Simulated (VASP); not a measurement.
# NiO (F-43m) in VASP: notebook

Runs on NiO. Level: PBE. Tasks: single point.

All numbers are computed with VASP 6.6.1; they aren't measurements. Logs are shortened: lines on timing, memory, paths and dates and some standing lists are left out, and cuts for length are marked.

### 1 The cell of the first run

The structure is cubic, space group F-43m (No. 216). Conventional cell: a = 4.481 Å, b = 4.481 Å, c = 4.481 Å, α = 90.00°, β = 90.00°, γ = 90.00°. Within 2.6 Å of Ni (site symmetry -43m) lie 4 O at 1.94 Å. O (site symmetry -43m) has 4 Ni at 1.94 Å within 2.6 Å.

The cell was built from a structure type or drawn by symmetry, and may not be a known phase.

### 2 Single point, PBE, collinear spin, ferromagnetic start

INCAR reads:

```
PREC = Accurate ; ENCUT = 520
EDIFF = 1E-6 ; ISMEAR = 0
SIGMA = 0.1 ; LREAL = F
LASPH = T ; NELM = 150
ALGO = Normal ; ISIF = 2
LWAVE = F ; LCHARG = F
ISPIN = 2 ; MAGMOM = 1.61 0.41
LORBIT = 11 ; LMAXMIX = 4
GGA = PE ; NBANDS = 19
```

KPOINTS reads:

```
Automatic mesh
0
Gamma
  6 6 6
```

POSCAR reads:

```
NiO
1.0
    0.0000000000      2.2406275000      2.2406275000
    2.2406275000      0.0000000000      2.2406275000
    2.2406275000      2.2406275000      0.0000000000
Ni O
1 1
Direct
    0.0000000000      0.0000000000      0.0000000000
    0.7500000000      0.7500000000      0.7500000000
```

Potentials or basis: VASP PAW PBE potentials, release 64 (Ni, O).

Launch:

```console
$ cat potpaw_PBE.64/Ni/POTCAR potpaw_PBE.64/O/POTCAR > POTCAR
$ mpirun -np 1 vasp_std > vasp.out
```

OUTCAR:

```text
PREC = Accurate
   ENCUT = 520
   EDIFF = 1E-6
   ISMEAR = 0
   LREAL = F
   LASPH = T
   NELM = 150
   ISIF = 2
   ISPIN = 2
   LORBIT = 11
   GGA = PE

 ion  position               nearest neighbor table
   1  0.000  0.000  0.000-   2 1.94   2 1.94   2 1.94   2 1.94
   2  0.750  0.750  0.750-   1 1.94   1 1.94   1 1.94   1 1.94

  LATTYP: Found a face centered cubic cell.
 ALAT       =     4.4812550000

  Lattice vectors:

 A1 = (   0.0000000000,   2.2406275000,   2.2406275000)
 A2 = (   2.2406275000,   0.0000000000,   2.2406275000)
 A3 = (   2.2406275000,   2.2406275000,   0.0000000000)

Analysis of symmetry for initial positions (statically):
=====================================================================
 Subroutine PRICEL returns:
 Original cell was already a primitive cell.

 Routine SETGRP: Setting up the symmetry group for a
 face centered cubic supercell.

 Subroutine GETGRP returns: Found 24 space group operations
 (whereof 24 operations were pure point group operations)
 out of a pool of 48 trial point group operations.

The static configuration has the point symmetry T_d .

Analysis of symmetry for dynamics (positions and initial velocities):
=====================================================================
 Subroutine PRICEL returns:
 Original cell was already a primitive cell.

 Routine SETGRP: Setting up the symmetry group for a
 face centered cubic supercell.

 Subroutine GETGRP returns: Found 24 space group operations
 (whereof 24 operations were pure point group operations)
 out of a pool of 48 trial point group operations.

The dynamic configuration has the point symmetry T_d .

Analysis of structural, dynamic, and magnetic symmetry:
=====================================================================
 Subroutine PRICEL returns:
 Original cell was already a primitive cell.

 Routine SETGRP: Setting up the symmetry group for a
 face centered cubic supercell.

 Subroutine GETGRP returns: Found 24 space group operations
 (whereof 24 operations were pure point group operations)
 out of a pool of 48 trial point group operations.

The overall configuration has the point symmetry T_d .

 Subroutine INISYM returns: Found 24 space group operations
 (whereof 24 operations are pure point group operations),
 and found     1 'primitive' translations

----------------------------------------------------------------------------------------

                                     Primitive cell

  volume of cell :      22.4977

  direct lattice vectors                    reciprocal lattice vectors
     0.000000000  2.240627500  2.240627500    -0.223151773  0.223151773  0.223151773
     2.240627500  0.000000000  2.240627500     0.223151773 -0.223151773  0.223151773
     2.240627500  2.240627500  0.000000000     0.223151773  0.223151773 -0.223151773

  length of vectors
     3.168725799  3.168725799  3.168725799     0.386510209  0.386510209  0.386510209

  position of ions in fractional coordinates (direct lattice)
     0.000000000  0.000000000  0.000000000
     0.750000000  0.750000000  0.750000000

  ion indices of the primitive-cell ions
   primitive index   ion index
                 1           1
                 2           2

----------------------------------------------------------------------------------------

 KPOINTS: Automatic mesh

Automatic generation of k-mesh.
 Grid dimensions read from file:
 generate k-points for:    6    6    6

 Generating k-lattice:

  Cartesian coordinates                     Fractional coordinates (reciprocal lattice)
    -0.037191962  0.037191962  0.037191962     0.166666667  0.000000000  0.000000000
     0.037191962 -0.037191962  0.037191962     0.000000000  0.166666667  0.000000000
     0.037191962  0.037191962 -0.037191962     0.000000000  0.000000000  0.166666667

  Length of vectors
     0.064418368  0.064418368  0.064418368

  Shift w.r.t. Gamma in fractional coordinates (k-lattice)
     0.000000000  0.000000000  0.000000000

 Subroutine IBZKPT returns following result:
 ===========================================

 Found     16 irreducible k-points:

 Following reciprocal coordinates:
            Coordinates               Weight
  0.000000  0.000000  0.000000      1.000000
  0.166667  0.000000  0.000000      8.000000
  0.333333  0.000000  0.000000      8.000000
  0.500000  0.000000  0.000000      4.000000
  0.166667  0.166667  0.000000      6.000000
  0.333333  0.166667  0.000000     24.000000
[... 8 lines left out ...]
 -0.333333  0.333333  0.166667     24.000000
 -0.333333  0.500000  0.166667     12.000000
   k-points           NKPTS =     16   k-points in BZ     NKDIM =     16   number of bands    NBANDS=     19
   number of dos      NEDOS =    301   number of ions     NIONS =      2
   total plane-waves  NPLWV =  13824
   dimension x,y,z NGX =    24 NGY =   24 NGZ =   24
   dimension x,y,z NGXF=    48 NGYF=   48 NGZF=   48
   ions per type =               1   1
   NGX,Y,Z   is equivalent  to a cutoff of  12.59, 12.59, 12.59 a.u.
   NGXF,Y,Z  is equivalent  to a cutoff of  25.18, 25.18, 25.18 a.u.
 SYSTEM =  unknown system
   PREC   = accura    normal or accurate (medium, high low for compatibility)
   ISTART =      0    job   : 0-new  1-cont  2-samecut
   ICHARG =      2    charge: 1-file 2-atom 10-const
   ISPIN  =      2    spin polarized calculation?
   LNONCOLLINEAR =      F non collinear calculations
   LSORBIT =      F    spin-orbit coupling
   LASPH  =      T    aspherical Exc in radial PAW
   ENCUT  =  520.0 eV  38.22 Ry    6.18 a.u.   5.89  5.89  5.89*2*pi/ulx,y,z
   NELM   =    150;   NELMIN=  2; NELMDL= -5     # of ELM steps
   EDIFF  = 0.1E-05   stopping-criterion for ELM
   LREAL  =      F    real-space projection
   EDIFFG = 0.1E-04   stopping-criterion for IOM
   NSW    =      0    number of steps for IOM
   IBRION =     -1    ionic relax: 0-MD 1-quasi-New 2-CG
   NFREE  =      0    steps in history (QN), initial steepest desc. (CG)
   ISIF   =      2    stress and relaxation
   ISYM   =      2    0-nonsym 1-usesym 2-fastsym
   POTIM  = 0.5000    time-step for ionic-motion
   TEBEG  =    0.0;   TEEND  =   0.0 temperature during run
   PSTRESS=    0.0 pullay stress
   NELECT =      16.0000    total number of electrons
   NUPDOWN=      -1.0000    fix difference up-down
   EMIN   =  10.00;   EMAX   =-10.00  energy-range for DOS
   EFERMI =   0.00;   METHOD = LEGACY
   ISMEAR =     0;   SIGMA  =   0.10  broadening in eV -4-tet -1-fermi 0-gaus
   EFERMI_NEDOS =   21; number of points for ismear=-14 and -15
   IALGO  =     38    algorithm
   IMIX   =      4    mixing-type and parameters
     AMIX     =   0.40;   BMIX     =  1.00
     AMIX_MAG =   1.60;   BMIX_MAG =  1.00
  volume/ion in A,a.u.               =      11.25        75.91
  Fermi-wavevector in a.u.,A,eV,Ry     =   1.461286  2.761430 29.053285  2.135356
  Thomas-Fermi vector in A             =   2.577635
   LORBIT       =     11    0 simple, 1 ext, 2 COOP (PROOUT), +10 PAW based schemes
   GGA     = PE    functional components
   LHFCALC =     F    Hartree Fock is set to
   AEXX    =    0.0000 exact exchange contribution
   IVDW    =     0    specifies the selected vdW correction
   LEPSILON=     F    determine dielectric tensor
   LRPA    =     F    only Hartree local field effects (RPA)
 spin polarized calculation
 Gauss-broadening in eV      SIGMA  =   0.10
  energy-cutoff  :      520.00
  volume of cell :       22.50
 maximum number of plane-waves:       620
   NGX = 11   NGY = 11   NGZ = 11

 number of electron      16.0000007 magnetization       1.9455981

 Free energy of the ion-electron system (eV)
  ---------------------------------------------------
  ext. energy  EPLUGINS =         0.00000000
  ---------------------------------------------------
  free energy    TOTEN  =       -11.60127984 eV

  energy without entropy =      -11.59341196  energy(sigma->0) =      -11.59734590

 E-fermi :   5.6463     XC(G=0): -11.2341

 val. band max:        5.5836478162   @ k =   0.1667   0.0000   0.0000
 cond. band min:       5.6946839948   @ k =   0.5000   0.3333   0.1667
 fundamental gap:      0.1110361786
 Fermi energy:         5.6463097422

 spin component 1

 k-point     1 :       0.0000    0.0000    0.0000
  band No.  band energies     occupation
      1     -14.3652      1.00000
      2      -0.4020      1.00000
      3      -0.4020      1.00000
      4      -0.4020      1.00000
      5       3.1596      1.00000
      6       3.1596      1.00000
[... 11 lines left out ...]
     18      28.6343      0.00000
     19      28.6343      0.00000

 k-point     2 :       0.1667    0.0000    0.0000
  band No.  band energies     occupation
      1     -14.2075      1.00000
      2      -0.7459      1.00000
      3      -0.3088      1.00000
      4      -0.3088      1.00000
      5       3.1196      1.00000
      6       3.1196      1.00000
[... 11 lines left out ...]
     18      31.1353      0.00000
     19      31.1353      0.00000

 k-point     3 :       0.3333    0.0000    0.0000
  band No.  band energies     occupation
      1     -13.8809      1.00000
      2      -1.1848      1.00000
      3      -0.1365      1.00000
      4      -0.1365      1.00000
      5       3.1369      1.00000
      6       3.1369      1.00000
[... 11 lines left out ...]
     18      33.2100      0.00000
     19      33.2100      0.00000

 k-point     4 :       0.5000    0.0000    0.0000
  band No.  band energies     occupation
      1     -13.7114      1.00000
      2      -1.2982      1.00000
      3      -0.0611      1.00000
      4      -0.0611      1.00000
      5       3.0061      1.00000
      6       3.2225      1.00000
[... 219 lines left out ...]
      6       3.1402      1.00000
[... 11 lines left out ...]
     18      32.5503      0.00000
     19      33.7862      0.00000

 k-point    15 :      -0.3333    0.3333    0.1667
  band No.  band energies     occupation
      1     -13.5642      1.00000
      2      -0.7839      1.00000
      3      -0.3393      1.00000
      4       0.2663      1.00000
      5       2.5455      1.00000
      6       3.0493      1.00000
[... 11 lines left out ...]
     18      32.8184      0.00000
     19      34.2662      0.00000

 k-point    16 :      -0.3333    0.5000    0.1667
  band No.  band energies     occupation
      1     -13.5144      1.00000
      2      -1.0324      1.00000
      3       0.0221      1.00000
      4       0.4373      1.00000
      5       2.4794      1.00000
      6       2.9246      1.00000
[... 11 lines left out ...]
     18      34.8834      0.00000
     19      36.2349      0.00000
 Fermi energy:         5.6463097422

 spin component 2

 k-point     1 :       0.0000    0.0000    0.0000
  band No.  band energies     occupation
      1     -13.7469      1.00000
      2       0.6220      1.00000
      3       0.6220      1.00000
      4       0.6220      1.00000
      5       4.2362      1.00000
      6       4.2362      1.00000
[... 11 lines left out ...]
     18      28.8839      0.00000
     19      28.8839      0.00000

 k-point     2 :       0.1667    0.0000    0.0000
  band No.  band energies     occupation
      1     -13.5782      1.00000
      2       0.1072      1.00000
      3       0.6958      1.00000
      4       0.6958      1.00000
      5       4.2188      1.00000
      6       4.2188      1.00000
[... 11 lines left out ...]
     18      31.4194      0.00000
     19      31.4194      0.00000

 k-point     3 :       0.3333    0.0000    0.0000
  band No.  band energies     occupation
      1     -13.2261      1.00000
      2      -0.5894      1.00000
      3       0.8184      1.00000
      4       0.8184      1.00000
      5       4.3054      1.00000
      6       4.3054      1.00000
[... 11 lines left out ...]
     18      33.5370      0.00000
     19      33.5371      0.00000

 k-point     4 :       0.5000    0.0000    0.0000
  band No.  band energies     occupation
      1     -13.0421      1.00000
      2      -0.8338      1.00000
      3       0.8640      1.00000
      4       0.8640      1.00000
      5       4.4410      1.00000
      6       4.4411      1.00000
[... 231 lines left out ...]
     18      32.7479      0.00000
     19      34.0539      0.00000

 k-point    15 :      -0.3333    0.3333    0.1667
  band No.  band energies     occupation
      1     -12.8835      1.00000
      2      -0.2186      1.00000
      3       0.3096      1.00000
      4       1.0678      1.00000
      5       4.1085      1.00000
      6       4.4050      1.00000
[... 11 lines left out ...]
     18      33.0698      0.00000
     19      34.5984      0.00000

 k-point    16 :      -0.3333    0.5000    0.1667
  band No.  band energies     occupation
      1     -12.8298      1.00000
      2      -0.4605      1.00000
      3       0.6716      1.00000
      4       1.1658      1.00000
      5       4.0199      1.00000
      6       4.4110      1.00000
[... 11 lines left out ...]
     18      35.2193      0.00000
     19      36.2854      0.00000

------------------------ aborting loop because EDIFF is reached ----------------------------------------

  FORCE on cell =-STRESS in cart. coord.  units (eV):
  Direction    XX          YY          ZZ          XY          YZ          ZX
  --------------------------------------------------------------------------------------
  -------------------------------------------------------------------------------------
  Total        0.0710443      0.0710443      0.0710443     -0.0000000     -0.0000000      0.0000000
  in kB        5.0594192      5.0594192      5.0594192     -0.0000000     -0.0000000      0.0000000
  external PRESSURE =       5.0594192 kB  Pullay stress =       0.0000000 kB

 VOLUME and BASIS-vectors are now :
 -----------------------------------------------------------------------------
  energy-cutoff  :      520.00
  volume of cell :       22.50
      direct lattice vectors                 reciprocal lattice vectors
     0.000000000  2.240627500  2.240627500    -0.223151773  0.223151773  0.223151773
     2.240627500  0.000000000  2.240627500     0.223151773 -0.223151773  0.223151773
     2.240627500  2.240627500  0.000000000     0.223151773  0.223151773 -0.223151773

 POSITION                                       TOTAL-FORCE (eV/Angst)
 -----------------------------------------------------------------------------------
      0.00000      0.00000      0.00000        -0.000000     -0.000000     -0.000000
      3.36094      3.36094      3.36094         0.000000      0.000000      0.000000
 -----------------------------------------------------------------------------------
    total drift:                               -0.000001     -0.000001     -0.000001

  FREE ENERGIE OF THE ION-ELECTRON SYSTEM (eV)
  ---------------------------------------------------
  free  energy   TOTEN  =       -11.6012798425 eV

  energy  without entropy=      -11.5934119639  energy(sigma->0) =      -11.59734590

 total charge

# of ion       s       p       d       tot
------------------------------------------
    1        0.379   0.479   8.241   9.099
    2        1.556   3.419   0.000   4.974
--------------------------------------------------
tot          1.935   3.897   8.241  14.073

 magnetization (x)

# of ion       s       p       d       tot
------------------------------------------
    1        0.003   0.040   1.474   1.517
    2        0.016   0.355   0.000   0.371
--------------------------------------------------
tot          0.020   0.395   1.474   1.888
```

It took 25 s on 1 thread of Intel Xeon 8259CL, shared host; peak memory 0.15 GiB.

Results:

* Free energy: -11.6013 eV
* Pressure: 0.5 GPa
* Net moment: 1.95 μB per cell
* Site moments: Ni +1.52; O +0.37 μB
* Valence electrons inside the program's atomic spheres: Ni 9.10; O 4.97

Levels at points of the mesh, in eV from the Fermi level:
Spin up:
| k point | band 5 | band 6 | band 7 | band 8 | band 9 | band 10 | band 11 | band 12 | band 13 | band 14 |
| --- | --- | --- | --- | --- | --- | --- | --- | --- | --- | --- |
| (0.00, 0.00, 0.00) | -2.49 | -2.49 | 0.10 | 0.10 | 0.10 | 0.39 | 14.23 | 14.23 | 14.23 | 20.65 |
| (0.50, 0.00, 0.00) | -2.64 | -2.42 | -2.42 | -0.72 | -0.72 | 5.82 | 7.26 | 13.73 | 13.73 | 17.71 |
| (0.50, 0.50, 0.00) | -3.19 | -2.21 | -1.93 | -1.93 | -1.82 | 5.33 | 9.91 | 11.13 | 14.50 | 14.50 |
Spin down:
```tsv
k point	band 3	band 4	band 5	band 6	band 7	band 8	band 9	band 10	band 11	band 12
(0.00, 0.00, 0.00)	-5.02	-5.02	-1.41	-1.41	0.69	1.73	1.73	1.73	14.49	14.49
(0.50, 0.00, 0.00)	-4.78	-4.78	-1.21	-1.21	-0.79	0.82	0.82	6.13	7.77	14.07
(0.50, 0.50, 0.00)	-4.43	-4.43	-1.57	-1.10	-0.79	-0.14	-0.14	5.82	10.56	11.38
```

Caveat: the k points lie up to 0.40 Å⁻¹ apart; a cell with one magnetic atom can't hold antiferromagnetic order, which such compounds often take; semilocal functionals often make such compounds metallic where correlation or magnetic order opens a gap, which also shifts bond lengths.

### 3 Single point, PBE, collinear spin, ferromagnetic start

INCAR reads:

```
SYSTEM = NiO
ALGO = Normal
EDIFF = 1E-6
ENCUT = 520
GGA = PE
ISIF = 2
ISMEAR = 0
ISPIN = 2
LASPH = .TRUE.
LCHARG = .FALSE.
LMAXMIX = 4
LORBIT = 11
LREAL = .FALSE.
LWAVE = .FALSE.
MAGMOM = 1.63 0.42
NBANDS = 19
NELM = 150
PREC = Accurate
SIGMA = 0.1
```

KPOINTS reads:

```
k-points
0
G
  22 22 22
  0 0 0
```

POSCAR is that of step 2.

Potentials or basis: VASP PAW PBE potentials, release 64 (Ni, O).

Launch:

```console
$ cat potpaw_PBE.64/Ni/POTCAR potpaw_PBE.64/O/POTCAR > POTCAR
$ mpirun -np 1 vasp_std > vasp.out
```

Wall time 4.7 min (1 thread of Intel Xeon 8259CL, shared host); peak memory 0.32 GiB.

The run converged. Its results:

- Free energy: -11.5998 eV
- Pressure: 0.3 GPa
- Net moment: 1.91 μB per cell
- Site moments: Ni +1.50; O +0.36 μB
- Valence electrons inside the program's atomic spheres: Ni 9.10; O 4.97

Levels at points of the mesh, in eV from the Fermi level:
Spin up:
| k point | band 7 | band 8 | band 9 | band 10 | band 11 | band 12 |
| --- | --- | --- | --- | --- | --- | --- |
| (0.00, 0.00, 0.00) | 0.16 | 0.16 | 0.16 | 0.44 | 14.28 | 14.28 |
| (0.50, 0.00, 0.00) | -2.36 | -0.66 | -0.66 | 5.87 | 7.31 | 13.79 |
| (0.50, 0.50, 0.00) | -1.86 | -1.86 | -1.75 | 5.39 | 9.97 | 11.18 |
Spin down:
```csv
k point,band 5,band 6,band 7,band 8,band 9,band 10
"(0.00, 0.00, 0.00)",-1.36,-1.36,0.74,1.76,1.76,1.76
"(0.50, 0.00, 0.00)",-1.16,-1.16,-0.75,0.86,0.86,6.18
"(0.50, 0.50, 0.00)",-1.53,-1.05,-0.74,-0.10,-0.10,5.87
```

Caveat: a cell with one magnetic atom can't hold antiferromagnetic order, which such compounds often take; semilocal functionals often make such compounds metallic where correlation or magnetic order opens a gap, which also shifts bond lengths.
